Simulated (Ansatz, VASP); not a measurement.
## Two plane-wave programs on GaP

INCAR

```
SYSTEM = GaP
PREC = Accurate
ENCUT = 520
EDIFF = 1E-7
ISMEAR = 0
SIGMA = 0.05
LREAL = .FALSE.
LASPH = .TRUE.
NELM = 100
ALGO = Normal
ISIF = 2
LWAVE = .FALSE.
LCHARG = .TRUE.
GGA = PE
LELF = .TRUE.
LVHAR = .TRUE.
NBANDS = 26
```

KPOINTS

```
regular mesh
0
G
  9 9 9
  0 0 0
```

The input POSCAR:

```
GaP
1.0
    1.8083521736      1.0440526142      6.2368860900
   -1.8083521736      1.0440526142      6.2368860900
    0.0000000000     -2.0881052285      6.2368860900
Ga P
2 2
Direct
    0.4355841032      0.4355841032      0.4355841032
    0.5644158968      0.5644158968      0.5644158968
    0.0575077006      0.0575077006      0.0575077006
    0.9424922994      0.9424922994      0.9424922994
```

Input for Ansatz:

```yaml
crystal:
  lattice:
    - [1.8083521736, 1.0440526142, 6.23688609]
    - [-1.8083521736, 1.0440526142, 6.23688609]
    - [0.0, -2.0881052285, 6.23688609]
  atoms:
    - { symbol: Ga, position: [0.4355841032, 0.4355841032, 0.4355841032] }
    - { symbol: Ga, position: [0.5644158968, 0.5644158968, 0.5644158968] }
    - { symbol: P, position: [0.0575077006, 0.0575077006, 0.0575077006] }
    - { symbol: P, position: [0.9424922994, 0.9424922994, 0.9424922994] }
basis:
  ecutwfc: 420
kpoints:
  mp_grid: { grid: [9, 9, 9] }
hamiltonian:
  xc: pbe
  pseudopotentials: { kind: paw, azcp: { folder: soft_1 } }
scf:
  occupations: { method: gaussian, width: 0.05 }
output:
  forces: true
  stress: true
  eigenvalues: true
```

Alike in both runs: task single point; functional PBE; k mesh 9 × 9 × 9; occupations gaussian, width 0.05 eV; no spin polarisation.

|  | VASP | Ansatz |
| --- | --- | --- |
| version | VASP 6.6.1 | Ansatz 0.2.0 |
| potentials or method | VASP PAW PBE potentials, release 64 (Ga_d, P), cutoff 520 eV | scalar-relativistic, plane waves, PAW |
| valence electrons in the cell | 36 | 36 |

VASP gave:

| Property | Result |
| --- | --- |
| gap on the k mesh at the Fermi level (eV) | 0.54 |
| least direct gap on the mesh (eV) | 1.60 |
| pressure (GPa) | 18.0 |
| traceless stress, the component that is largest in VASP (GPa) | -6.04 |
| rms of the force components (eV/Å) | 0.323 |

**Question.** Which values does Ansatz return?

**Answer.** gap on the k mesh at the Fermi level (eV): 0.53; least direct gap on the mesh (eV): 1.60; pressure (GPa): 18.2; traceless stress, the component that is largest in VASP (GPa): -6.00; rms of the force components (eV/Å): 0.323.

Atom by atom the forces differ by 0.015 eV/Å (rms over components).
